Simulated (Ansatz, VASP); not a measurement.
Ir: VASP beside Ansatz

File INCAR:

```
PREC = Accurate
ENCUT = 520
EDIFF = 1E-6
ISMEAR = 0
SIGMA = 0.1
LREAL = False
LASPH = True
NELM = 60
ALGO = Normal
ISIF = 2
LWAVE = False
LCHARG = False
LDIPOL = True
IDIPOL = 3
DIPOL = 0.5 0.5 0.500
GGA = PE
NBANDS = 46
```

Contents of KPOINTS:

```
regular mesh
0
Gamma
  13 9 1
```

Contents of POSCAR:

```
Ir
1.0
    2.7369673413      0.0000000000      0.0000000000
    0.0000000000      3.8706563338      0.0000000000
    0.0000000000      0.0000000000     24.5793856945
Ir
8
Direct
    0.5000000000      0.5000000000      0.3051337447
    0.0000000000      0.0000000000      0.3608098177
    0.5000000000      0.5000000000      0.4164858906
    0.0000000000      0.0000000000      0.4721619635
    0.5000000000      0.5000000000      0.5278380365
    0.0000000000      0.0000000000      0.5835141094
    0.5000000000      0.5000000000      0.6391901823
    0.0000000000      0.0000000000      0.6948662553
```

Input for Ansatz:

```yaml
crystal:
  lattice:
    - [2.7369673413, 0.0, 0.0]
    - [0.0, 3.8706563338, 0.0]
    - [0.0, 0.0, 24.5793856945]
  atoms:
    - { symbol: Ir, position: [0.5, 0.5, 0.3051337447] }
    - { symbol: Ir, position: [0.0, 0.0, 0.3608098177] }
    - { symbol: Ir, position: [0.5, 0.5, 0.4164858906] }
    - { symbol: Ir, position: [0.0, 0.0, 0.4721619635] }
    - { symbol: Ir, position: [0.5, 0.5, 0.5278380365] }
    - { symbol: Ir, position: [0.0, 0.0, 0.5835141094] }
    - { symbol: Ir, position: [0.5, 0.5, 0.6391901823] }
    - { symbol: Ir, position: [0.0, 0.0, 0.6948662553] }
basis:
  ecutwfc: 700
kpoints:
  mp_grid: { grid: [13, 9, 1] }
hamiltonian:
  xc: pbe
scf:
  occupations: { method: gaussian, width: 0.1 }
output:
  forces: true
  stress: true
  eigenvalues: true
efield:
  axis: 3
  dipole_correction: true
  ramp_width: 0.04
```

Alike in both runs: task single point; functional PBE; k mesh 13 × 9 × 1; occupations gaussian, width 0.1 eV; no spin polarisation.

|  | VASP | Ansatz |
| --- | --- | --- |
| version | VASP 6.6.1 | Ansatz 0.2.0 |
| potentials or method | VASP PAW PBE potentials, release 64 (Ir), cutoff 520 eV | scalar-relativistic, plane waves, PAW |
| valence electrons in the cell | 72 | 136 |

Ansatz gave:

| Item | Value |
| --- | --- |
| gap on the k mesh at the Fermi level (eV) | none |
| rms of the force components (eV/Å) | 0.562 |

Question: What did VASP give for the same quantities?

Answer: gap on the k mesh at the Fermi level (eV): none; rms of the force components (eV/Å): 0.557.

Atom by atom the forces differ by 0.010 eV/Å (rms over components). A gap of «none» marks a metal or a gap that the smearing closes. VASP's potentials hold 72 valence electrons a cell and Ansatz's 136, so a difference there can come from the potentials and not from the codes.

Spin-orbit coupling is off throughout.
